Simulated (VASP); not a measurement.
# MgO (sol2) (R-3m) in VASP: a series of runs

MgO (sol2) is run at these levels: PBEsol; tasks: single point, relaxation of the atoms.

All numbers are computed with VASP 6.6.1; they aren't measurements. Logs are shortened: lines on timing, memory, paths and dates and some standing lists are left out, and cuts for length are marked.

### Step 1. The cell of the first run

The structure is trigonal, space group R-3m (No. 166). The conventional cell has a = 3.010 Å, b = 3.010 Å, c = 7.256 Å, α = 90.00°, β = 90.00°, γ = 120.00°. Mg (site symmetry -3m) has 6 O at 2.12 Å within 2.8 Å. O (site symmetry -3m) has 6 Mg at 2.12 Å within 2.8 Å.

### Step 2. Single point, PBEsol (strained cell)

INCAR

```
SYSTEM = MgO
PREC     = Accurate       ! precision mode
ENCUT    = 600            ! plane-wave cutoff, eV
EDIFF    = 1E-6           ! SCF threshold, eV
ISMEAR   = 0              ! smearing method
SIGMA    = 0.02           ! smearing width, eV
LREAL    = .False.        ! projectors in reciprocal space
LASPH    = .True.         ! aspherical terms in the spheres
NELM     = 120            ! most SCF steps
ALGO     = Normal         ! electronic algorithm
ISIF     = 2              ! what is computed and relaxed
LWAVE    = .False.        ! write WAVECAR
LCHARG   = .False.        ! write CHGCAR
GGA      = PS             ! functional
NBANDS   = 11             ! bands
GGA_COMPAT= .False.
```

KPOINTS

```
Automatic mesh
0
Gamma
  9 9 9
  0 0 0
```

POSCAR

```
MgO
1.0
   -0.0224786995      2.1059731586      2.1059731586
    2.1059731586     -0.0224786995      2.1059731586
    2.1059731586      2.1059731586     -0.0224786995
Mg O
1 1
Direct
    0.0000000000      0.0000000000      0.0000000000
    0.5000000000      0.5000000000      0.5000000000
```

Potentials or basis: VASP PAW PBE potentials, release 64 (Mg, O).

Launch:

```console
$ cat potpaw_PBE.64/Mg/POTCAR potpaw_PBE.64/O/POTCAR > POTCAR
$ mpirun -np 1 vasp_std > vasp.out
```

OUTCAR:

```text
SYSTEM = MgO
   PREC = Accurate
   ENCUT = 600
   EDIFF = 1E-6
   ISMEAR = 0
   LREAL = .False.
   LASPH = .True.
   NELM = 120
   ISIF = 2
   GGA = PS

 ion  position               nearest neighbor table
   1  0.000  0.000  0.000-   2 2.12   2 2.12   2 2.12   2 2.12   2 2.12   2 2.12
   2  0.500  0.500  0.500-   1 2.12   1 2.12   1 2.12   1 2.12   1 2.12   1 2.12

  LATTYP: Found a trigonal (rhomboedric) cell.
 ALAT       =     2.9783806307
 COS(alpha) =     0.4892983447

  Lattice vectors:

 A1 = (  -0.0224786995,   2.1059731586,   2.1059731586)
 A2 = (   2.1059731586,  -0.0224786995,   2.1059731586)
 A3 = (   2.1059731586,   2.1059731586,  -0.0224786995)

Analysis of symmetry for initial positions (statically):
=====================================================================
 Subroutine PRICEL returns:
 Original cell was already a primitive cell.

 Routine SETGRP: Setting up the symmetry group for a
 trigonal (rhombohedral) supercell.

 Subroutine GETGRP returns: Found 12 space group operations
 (whereof 12 operations were pure point group operations)
 out of a pool of 12 trial point group operations.

The static configuration has the point symmetry D_3d.

Analysis of symmetry for dynamics (positions and initial velocities):
=====================================================================
 Subroutine PRICEL returns:
 Original cell was already a primitive cell.

 Routine SETGRP: Setting up the symmetry group for a
 trigonal (rhombohedral) supercell.

 Subroutine GETGRP returns: Found 12 space group operations
 (whereof 12 operations were pure point group operations)
 out of a pool of 12 trial point group operations.

The dynamic configuration has the point symmetry D_3d.

 Subroutine INISYM returns: Found 12 space group operations
 (whereof 12 operations are pure point group operations),
 and found     1 'primitive' translations

----------------------------------------------------------------------------------------

                                     Primitive cell

  volume of cell :      18.9796

  direct lattice vectors                    reciprocal lattice vectors
    -0.022478700  2.105973159  2.105973159    -0.233652095  0.236172954  0.236172954
     2.105973159 -0.022478700  2.105973159     0.236172954 -0.233652095  0.236172954
     2.105973159  2.105973159 -0.022478700     0.236172954  0.236172954 -0.233652095

  length of vectors
     2.978380631  2.978380631  2.978380631     0.407613334  0.407613334  0.407613334

  position of ions in fractional coordinates (direct lattice)
     0.000000000  0.000000000  0.000000000
     0.500000000  0.500000000  0.500000000

  ion indices of the primitive-cell ions
   primitive index   ion index
                 1           1
                 2           2

----------------------------------------------------------------------------------------

 KPOINTS: Automatic mesh

Automatic generation of k-mesh.
 Grid dimensions read from file:
 generate k-points for:    9    9    9

 Generating k-lattice:

  Cartesian coordinates                     Fractional coordinates (reciprocal lattice)
    -0.025961344  0.026241439  0.026241439     0.111111111 -0.000000000 -0.000000000
     0.026241439 -0.025961344  0.026241439    -0.000000000  0.111111111 -0.000000000
     0.026241439  0.026241439 -0.025961344    -0.000000000 -0.000000000  0.111111111

  Length of vectors
     0.045290370  0.045290370  0.045290370

  Shift w.r.t. Gamma in fractional coordinates (k-lattice)
     0.000000000  0.000000000  0.000000000

 Subroutine IBZKPT returns following result:
 ===========================================

 Found     85 irreducible k-points:

 Following reciprocal coordinates:
            Coordinates               Weight
  0.000000  0.000000  0.000000      1.000000
  0.111111  0.000000  0.000000      6.000000
  0.222222  0.000000  0.000000      6.000000
  0.333333  0.000000 -0.000000      6.000000
  0.444444  0.000000  0.000000      6.000000
  0.111111  0.111111  0.000000      6.000000
[... 16 lines left out ...]
 -0.333333  0.333333  0.000000      6.000000
  0.444444  0.444444  0.000000      6.000000
 [... further k-points ...]
   k-points           NKPTS =     85   k-points in BZ     NKDIM =     85   number of bands    NBANDS=     11
   number of dos      NEDOS =    301   number of ions     NIONS =      2
   total plane-waves  NPLWV =  13824
   dimension x,y,z NGX =    24 NGY =   24 NGZ =   24
   dimension x,y,z NGXF=    48 NGYF=   48 NGZF=   48
   ions per type =               1   1
   NGX,Y,Z   is equivalent  to a cutoff of  13.40, 13.40, 13.40 a.u.
   NGXF,Y,Z  is equivalent  to a cutoff of  26.79, 26.79, 26.79 a.u.
 SYSTEM =  MgO
   PREC   = accura    normal or accurate (medium, high low for compatibility)
   ISTART =      0    job   : 0-new  1-cont  2-samecut
   ICHARG =      2    charge: 1-file 2-atom 10-const
   ISPIN  =      1    spin polarized calculation?
   LNONCOLLINEAR =      F non collinear calculations
   LSORBIT =      F    spin-orbit coupling
   LASPH  =      T    aspherical Exc in radial PAW
   ENCUT  =  600.0 eV  44.10 Ry    6.64 a.u.   5.95  5.95  5.95*2*pi/ulx,y,z
   NELM   =    120;   NELMIN=  2; NELMDL= -5     # of ELM steps
   EDIFF  = 0.1E-05   stopping-criterion for ELM
   LREAL  =      F    real-space projection
   EDIFFG = 0.1E-04   stopping-criterion for IOM
   NSW    =      0    number of steps for IOM
   IBRION =     -1    ionic relax: 0-MD 1-quasi-New 2-CG
   NFREE  =      0    steps in history (QN), initial steepest desc. (CG)
   ISIF   =      2    stress and relaxation
   ISYM   =      2    0-nonsym 1-usesym 2-fastsym
   POTIM  = 0.5000    time-step for ionic-motion
   TEBEG  =    0.0;   TEEND  =   0.0 temperature during run
   PSTRESS=    0.0 pullay stress
   NELECT =       8.0000    total number of electrons
   NUPDOWN=      -1.0000    fix difference up-down
   EMIN   =  10.00;   EMAX   =-10.00  energy-range for DOS
   EFERMI =   0.00;   METHOD = LEGACY
   ISMEAR =     0;   SIGMA  =   0.02  broadening in eV -4-tet -1-fermi 0-gaus
   EFERMI_NEDOS =   21; number of points for ismear=-14 and -15
   IALGO  =     38    algorithm
   IMIX   =      4    mixing-type and parameters
     AMIX     =   0.40;   BMIX     =  1.00
     AMIX_MAG =   1.60;   BMIX_MAG =  1.00
  volume/ion in A,a.u.               =       9.49        64.04
  Fermi-wavevector in a.u.,A,eV,Ry     =   1.227466  2.319574 20.499514  1.506672
  Thomas-Fermi vector in A             =   2.362428
   LORBIT       =      0    0 simple, 1 ext, 2 COOP (PROOUT), +10 PAW based schemes
   GGA     = PS    functional components
   LHFCALC =     F    Hartree Fock is set to
   AEXX    =    0.0000 exact exchange contribution
   IVDW    =     0    specifies the selected vdW correction
   LEPSILON=     F    determine dielectric tensor
   LRPA    =     F    only Hartree local field effects (RPA)
 non-spin polarized calculation
 Gauss-broadening in eV      SIGMA  =   0.02
  energy-cutoff  :      600.00
  volume of cell :       18.98
 maximum number of plane-waves:       645
   NGX = 11   NGY = 11   NGZ = 11

 number of electron       8.0000004 magnetization

 Free energy of the ion-electron system (eV)
  ---------------------------------------------------
  ext. energy  EPLUGINS =         0.00000000
  ---------------------------------------------------
  free energy    TOTEN  =       -12.51010731 eV

  energy without entropy =      -12.51010731  energy(sigma->0) =      -12.51010731

 E-fermi :   3.2026     XC(G=0): -11.2340

 val. band max:        3.0268973913   @ k =   0.0000   0.0000   0.0000
 cond. band min:       7.4293415481   @ k =   0.0000   0.0000   0.0000
 fundamental gap:      4.4024441568
 Fermi energy:         3.2026134407

 k-point     1 :       0.0000    0.0000    0.0000
  band No.  band energies     occupation
      1     -14.1751      2.00000
      2       2.9102      2.00000
      3       2.9102      2.00000
      4       3.0269      2.00000
      5       7.4293      0.00000
      6      18.3407      0.00000
      7      18.3407      0.00000
      8      18.8127      0.00000
      9      22.2888      0.00000
     10      24.1648      0.00000
     11      24.1648      0.00000

 k-point     2 :       0.1111    0.0000    0.0000
  band No.  band energies     occupation
      1     -14.0477      2.00000
      2       2.1312      2.00000
      3       2.8312      2.00000
      4       2.9332      2.00000
      5       8.1893      0.00000
      6      16.9777      0.00000
      7      18.6338      0.00000
      8      19.0413      0.00000
      9      23.2658      0.00000
     10      23.3689      0.00000
     11      24.1842      0.00000

 k-point     3 :       0.2222    0.0000    0.0000
  band No.  band energies     occupation
      1     -13.7051      2.00000
      2       0.6350      2.00000
      3       2.6389      2.00000
      4       2.7336      2.00000
      5       9.5144      0.00000
      6      15.4505      0.00000
      7      19.1723      0.00000
      8      19.4936      0.00000
      9      22.5815      0.00000
     10      22.8533      0.00000
     11      24.7550      0.00000

 k-point     4 :       0.3333    0.0000   -0.0000
  band No.  band energies     occupation
      1     -13.2732      2.00000
      2      -0.7432      2.00000
      3       2.4322      2.00000
      4       2.5200      2.00000
      5      10.3860      0.00000
      6      14.9561      0.00000
      7      19.1945      0.00000
      8      19.4255      0.00000
      9      23.3211      0.00000
     10      23.7235      0.00000
     11      24.0641      0.00000

 k-point     5 :       0.4444    0.0000    0.0000
  band No.  band energies     occupation
      1     -12.9598      2.00000
      2      -1.5700      2.00000
      3       2.3030      2.00000
      4       2.3866      2.00000
      5      10.6155      0.00000
      6      15.1579      0.00000
      7      18.9757      0.00000
      8      19.1896      0.00000
      9      23.5845      0.00000
     10      24.6040      0.00000
     11      25.0653      0.00000
[... 211 lines left out ...]
 k-point    21 :       0.4444    0.3333    0.0000
  band No.  band energies     occupation
      1     -12.8081      2.00000
      2      -0.8140      2.00000
      3       1.4002      2.00000
      4       1.8354      2.00000
      5      12.5077      0.00000
      6      12.8016      0.00000
      7      15.8696      0.00000
      8      21.0149      0.00000
      9      21.1181      0.00000
     10      28.2386      0.00000
     11      29.0631      0.00000

 k-point    22 :      -0.4444    0.3333   -0.0000
  band No.  band energies     occupation
      1     -12.6628      2.00000
      2      -0.7347      2.00000
      3       0.5718      2.00000
      4       1.8555      2.00000
      5      12.7437      0.00000
      6      14.0285      0.00000
      7      15.3974      0.00000
      8      20.8532      0.00000
      9      20.8850      0.00000
     10      28.2035      0.00000
     11      29.5358      0.00000

 k-point    23 :      -0.3333    0.3333    0.0000
  band No.  band energies     occupation
      1     -12.6823      2.00000
      2      -0.2912      2.00000
      3      -0.1236      2.00000
      4       2.0098      2.00000
      5      13.0509      0.00000
      6      14.8952      0.00000
      7      15.1456      0.00000
      8      20.5133      0.00000
      9      21.3017      0.00000
     10      25.9053      0.00000
     11      30.1057      0.00000

 k-point    24 :       0.4444    0.4444    0.0000
  band No.  band energies     occupation
      1     -12.6905      2.00000
      2      -1.0611      2.00000
      3       1.5754      2.00000
      4       1.7030      2.00000
      5      11.9343      0.00000
      6      12.6588      0.00000
      7      15.7644      0.00000
      8      21.3537      0.00000
      9      21.5794      0.00000
     10      28.0914      0.00000
     11      29.1299      0.00000

 [... further k-points ...]
[... 5 lines left out ...]
  --------------------------------------------------------------------------------------
  -------------------------------------------------------------------------------------
  Total       -0.3469703     -0.3469703     -0.3469703      0.1762970      0.1762970      0.1762970
  in kB      -29.2897971    -29.2897971    -29.2897971     14.8822681     14.8822681     14.8822681
  external PRESSURE =     -29.2897971 kB  Pullay stress =       0.0000000 kB

 VOLUME and BASIS-vectors are now :
 -----------------------------------------------------------------------------
  energy-cutoff  :      600.00
  volume of cell :       18.98
      direct lattice vectors                 reciprocal lattice vectors
    -0.022478700  2.105973159  2.105973159    -0.233652095  0.236172954  0.236172954
     2.105973159 -0.022478700  2.105973159     0.236172954 -0.233652095  0.236172954
     2.105973159  2.105973159 -0.022478700     0.236172954  0.236172954 -0.233652095

 POSITION                                       TOTAL-FORCE (eV/Angst)
 -----------------------------------------------------------------------------------
      0.00000      0.00000      0.00000        -0.000000      0.000000      0.000000
      2.09473      2.09473      2.09473         0.000000     -0.000000     -0.000000
 -----------------------------------------------------------------------------------
    total drift:                               -0.000000     -0.000000      0.000000

  FREE ENERGIE OF THE ION-ELECTRON SYSTEM (eV)
  ---------------------------------------------------
  free  energy   TOTEN  =       -12.5101073112 eV

  energy  without entropy=      -12.5101073112  energy(sigma->0) =      -12.51010731
```

It took 29 s on 1 thread of AMD EPYC 7R13, shared host; peak memory 0.12 GiB.

What came out:

| Item | Value |
| --- | --- |
| Free energy | -12.5101 eV |
| Pressure | -2.9 GPa |
| Band gap on the k mesh | 4.40 eV, direct |

Stress tensor (GPa, compression positive):
```
-2.93  1.49  1.49
 1.49 -2.93  1.49
 1.49  1.49 -2.93
```

Caveat: the cell differs from its parent crystal (strained cell); the PAW data sets were made with another functional, which shifts forces and pressure a little.

### Step 3. Single point, PBEsol (strained cell)

INCAR

```
PREC = Accurate
ENCUT = 600
EDIFF = 1E-6
ISMEAR = 0
SIGMA = 0.02
LREAL = False
LASPH = True
NELM = 120
ALGO = Normal
ISIF = 2
LWAVE = False
LCHARG = False
GGA = PS
NBANDS = 11
GGA_COMPAT = False
```

KPOINTS

```
regular mesh
0
Gamma
  9 9 9
```

POSCAR

```
MgO
1.0
   -0.0189064023      2.1095454559      2.1095454559
    2.1095454559     -0.0189064023      2.1095454559
    2.1095454559      2.1095454559     -0.0189064023
Mg O
1 1
Direct
    0.0000000000      0.0000000000      0.0000000000
    0.5000000000      0.5000000000      0.5000000000
```

Potentials or basis: VASP PAW PBE potentials, release 64 (Mg, O).

Launch:

```console
$ cat potpaw_PBE.64/Mg/POTCAR potpaw_PBE.64/O/POTCAR > POTCAR
$ mpirun -np 1 vasp_std > vasp.out
```

Run time: 29 s. Hardware: 1 thread of AMD EPYC 7R13, shared host; peak memory 0.12 GiB.

The run converged. Its results:

| Item | Value |
| --- | --- |
| Free energy | -12.5101 eV |
| Pressure | -3.3 GPa |
| Band gap on the k mesh | 4.39 eV, direct |

Stress tensor (GPa, compression positive):
```
-3.31  1.25  1.25
 1.25 -3.31  1.25
 1.25  1.25 -3.31
```

Levels at points of the mesh, in eV from the valence-band top:
| k point | band 2 | band 3 | band 4 | band 5 | band 6 | band 7 |
| --- | --- | --- | --- | --- | --- | --- |
| (0.00, 0.00, 0.00) | -0.10 | -0.10 | 0.00 | 4.39 | 15.34 | 15.34 |

Caveat: the cell differs from its parent crystal (strained cell); the PAW data sets were made with another functional, which shifts forces and pressure a little.

### Step 4. Single point, PBEsol (strained cell)

INCAR

```
SYSTEM = MgO
ALGO     = Normal         ! electronic algorithm
EDIFF    = 1E-6           ! SCF threshold, eV
ENCUT    = 600            ! plane-wave cutoff, eV
GGA      = PS             ! functional
GGA_COMPAT= .False.      
ISIF     = 2              ! what is computed and relaxed
ISMEAR   = 0              ! smearing method
LASPH    = .True.         ! aspherical terms in the spheres
LCHARG   = .True.         ! write CHGCAR
LELF     = .True.         ! ELF
LREAL    = .False.        ! projectors in reciprocal space
LVHAR    = .True.       
LWAVE    = .False.        ! write WAVECAR
NBANDS   = 11             ! bands
NELM     = 120            ! most SCF steps
PREC     = Accurate       ! precision mode
SIGMA    = 0.02           ! smearing width, eV
```

KPOINTS

```
k-points
0
Gamma
  9 9 9
  0 0 0
```

POSCAR

```
MgO
1.0
   -0.0145693080      2.1138825502      2.1138825502
    2.1138825502     -0.0145693080      2.1138825502
    2.1138825502      2.1138825502     -0.0145693080
Mg O
1 1
Direct
    0.0000000000      0.0000000000      0.0000000000
    0.5000000000      0.5000000000      0.5000000000
```

Launch:

```console
$ cat potpaw_PBE.64/Mg/POTCAR potpaw_PBE.64/O/POTCAR > POTCAR
$ mpirun -np 1 vasp_std > vasp.out
```

Run time: 31 s. Hardware: 1 thread of AMD EPYC 7R13, shared host; peak memory 0.12 GiB.

Results (log left out):

```
Free energy            : -12.5097 eV
Pressure               : -3.8 GPa
Band gap on the k mesh : 4.38 eV, direct
```

Stress tensor (GPa, compression positive):
```
-3.76  0.96  0.96
 0.96 -3.76  0.96
 0.96  0.96 -3.76
```

Levels at points of the mesh, in eV from the valence-band top:
```tsv
k point	band 2	band 3	band 4	band 5	band 6	band 7
(0.00, 0.00, 0.00)	-0.08	-0.08	0.00	4.38	15.36	15.36
```

Caveat: the cell differs from its parent crystal (strained cell); the PAW data sets were made with another functional, which shifts forces and pressure a little.

### Step 5. Relaxation of the atoms, PBEsol (strained cell)

INCAR

```
ALGO = Normal
EDIFF = 1E-7
EDIFFG = -0.002
ENCUT = 520
GGA = PS
GGA_COMPAT = F
IBRION = 2
ISIF = 2
ISMEAR = 0
LASPH = T
LCHARG = F
LREAL = F
LWAVE = F
NELM = 120
NELMIN = 4
NSW = 60
PREC = Accurate
SIGMA = 0.02
```

KPOINTS

```
k-points
0
Gamma
  9 9 9
```

POSCAR

```
MgO
1.0
   -0.0224786995      2.1059731586      2.1059731586
    2.1059731586     -0.0224786995      2.1059731586
    2.1059731586      2.1059731586     -0.0224786995
Mg O
1 1
Direct
    0.0000000000      0.0000000000      0.0000000000
    0.5000000000      0.5000000000      0.5000000000
```

Launch:

```console
$ cat potpaw_PBE.64/Mg/POTCAR potpaw_PBE.64/O/POTCAR > POTCAR
$ mpirun -np 1 vasp_std > vasp.out
```

It took 25 s on 1 thread of AMD EPYC 7R13, shared host; peak memory 0.12 GiB.

It converged, with:

```yaml
Free_energy: -12.5072 eV
Pressure_after_relaxing: -2.7 GPa
Band_gap_on_the_k_mesh: 4.40 eV, direct
```

Stress tensor (GPa, compression positive):
```
-2.71  1.49  1.49
 1.49 -2.71  1.49
 1.49  1.49 -2.71
```

Final structure:
```
CELL_PARAMETERS angstrom
-0.02248 2.10597 2.10597
2.10597 -0.02248 2.10597
2.10597 2.10597 -0.02248
ATOMIC_POSITIONS crystal
Mg 0.00000 0.00000 0.00000
O 0.50000 0.50000 0.50000
```

Levels at points of the mesh, in eV from the valence-band top:
```csv
k point,band 1,band 2,band 3,band 4,band 5,band 6,band 7,band 8
"(0.00, 0.00, 0.00)",-17.20,-0.12,-0.12,0.00,4.40,15.31,15.31,15.78
```

Caveat: the cell differs from its parent crystal (strained cell); the relaxation stopped at its first step, so nothing moved; the PAW data sets were made with another functional, which shifts forces and pressure a little.

### Step 6. Overview

| task | cell | cutoff (eV) | gap on the mesh (eV) | pressure (GPa) |
| --- | --- | --- | --- | --- |
| single point | a = 2.978 Å, angles 60.7°, 2 atoms | 600 | 4.40 | -2.9 |
| single point | a = 2.983 Å, angles 60.6°, 2 atoms | 600 | 4.39 | -3.3 |
| single point | a = 2.990 Å, angles 60.5°, 2 atoms | 600 | 4.38 | -3.8 |
| relaxation of the atoms | atoms relaxed from a = 2.978 Å, angles 60.7°, 2 atoms | 520 | 4.40 | -2.7 |

Alike in all rows: level PBEsol; potentials or basis VASP PAW PBE potentials, release 64 (Mg, O); no spin polarisation; k mesh 9 × 9 × 9; smearing gaussian 0.02 eV.

Caveats: the PAW data sets were made with another functional, which shifts forces and pressure a little; the relaxation stopped at its first step, so nothing moved (some runs).

Absolute energies hang on the potentials; compare differences alone.
